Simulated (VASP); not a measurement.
# SiB6: relaxation of cell and atoms with PBE

The system is SiB6.

```
Si B
1.0
     4.13000    0.00000    0.00000
     0.00000    4.13000    0.00000
     0.00000    0.00000    4.13000
Si B
1 6
Cartesian
  0.0000 0.0000 0.0000
  0.8673 2.0650 2.0650
  2.0650 0.8673 2.0650
  3.2627 2.0650 2.0650
  2.0650 3.2627 2.0650
  2.0650 2.0650 0.8673
  2.0650 2.0650 3.2627
```

```
Program                : VASP 6.6.1
Task                   : relaxation of cell and atoms
Functional             : PBE
Potentials or basis    : VASP PAW PBE potentials, release 64 (Si, B)
Cutoff                 : 500 eV
k mesh                 : 4 × 4 × 4
Occupations            : gaussian, width 0.1 eV
Spin                   : no spin polarisation
Dipole correction      : no
Further INCAR settings : ALGO = Normal; EDIFF = 1e-07; IBRION = 2; EDIFFG = -0.04; NSW = 60; ISIF = 3
```

```json
{
 "Relaxed volume": "10.07 Å³/atom",
 "Relaxed cell": "a = 4.131 Å, b = 4.131 Å, c = 4.131 Å, α = 90.00°, β = 90.00°, γ = 90.00°",
 "Space group after relaxing (to 0.1 Å)": "Pm-3m (No. 221)",
 "Energy gained by relaxing": "45.2 meV/atom",
 "Ionic steps": "6",
 "Pressure after relaxing": "0.2 GPa",
 "Largest force after relaxing": "0.009 eV/Å",
 "Band gap on the k mesh": "0.06 eV (least direct gap 0.68 eV)"
}
```

Forces in eV/Å, atoms in the order of the input:
```
Si   0.000  0.000  0.000
B   -0.009  0.000  0.000
B    0.000 -0.009  0.000
B    0.009  0.000  0.000
B    0.000  0.009  0.000
B    0.000  0.000 -0.009
B    0.000  0.000  0.009
```

The path:
| step | energy change (eV) | largest force (eV/Å) | pressure (GPa) | volume (Å³) |
| --- | --- | --- | --- | --- |
| 1 | 0.0000 | 2.6350 | 3.94 | 70.44 |
| 2 | 1.2251 | 5.9198 | -2.05 | 73.00 |
| 3 | -0.3133 | 0.1024 | -1.37 | 71.24 |
| 4 | -0.3141 | 0.0174 | -1.22 | 71.21 |
| 5 | -0.3140 | 0.0670 | -1.15 | 71.19 |
| 6 | -0.3163 | 0.0093 | 0.21 | 70.52 |

Final structure:
```cif
data_structure
_symmetry_space_group_name_H-M 'P 1'
_symmetry_Int_Tables_number 1
_cell_length_a 4.1315
_cell_length_b 4.1315
_cell_length_c 4.1315
_cell_angle_alpha 90.000
_cell_angle_beta 90.000
_cell_angle_gamma 90.000
_cell_volume 70.52
loop_
_atom_site_label
_atom_site_type_symbol
_atom_site_fract_x
_atom_site_fract_y
_atom_site_fract_z
_atom_site_occupancy
Si1 Si 0.00000 0.00000 0.00000 1
B1 B 0.20033 0.50000 0.50000 1
B2 B 0.50000 0.20033 0.50000 1
B3 B 0.79967 0.50000 0.50000 1
B4 B 0.50000 0.79967 0.50000 1
B5 B 0.50000 0.50000 0.20033 1
B6 B 0.50000 0.50000 0.79967 1
```

Levels at points of the mesh, in eV from the valence-band top:
```csv
k point,band 9,band 10,band 11,band 12,band 13,band 14
"(0.00, 0.00, 0.00)",-0.22,-0.22,-0.22,1.16,1.16,1.16
"(0.50, 0.00, 0.00)",-3.34,-1.90,0.00,0.68,1.60,2.43
"(0.50, 0.50, 0.00)",-2.12,-1.68,-1.68,0.06,0.06,0.27
"(0.50, 0.50, 0.50)",-1.28,-1.28,-1.28,3.07,3.07,3.07
```

Run time: 34 s on 1 thread of Intel(R) Xeon(R) Platinum 8559C (Emerald Rapids), on a shared host, peak memory 0.15 GiB.

A k mesh can miss the band edges.
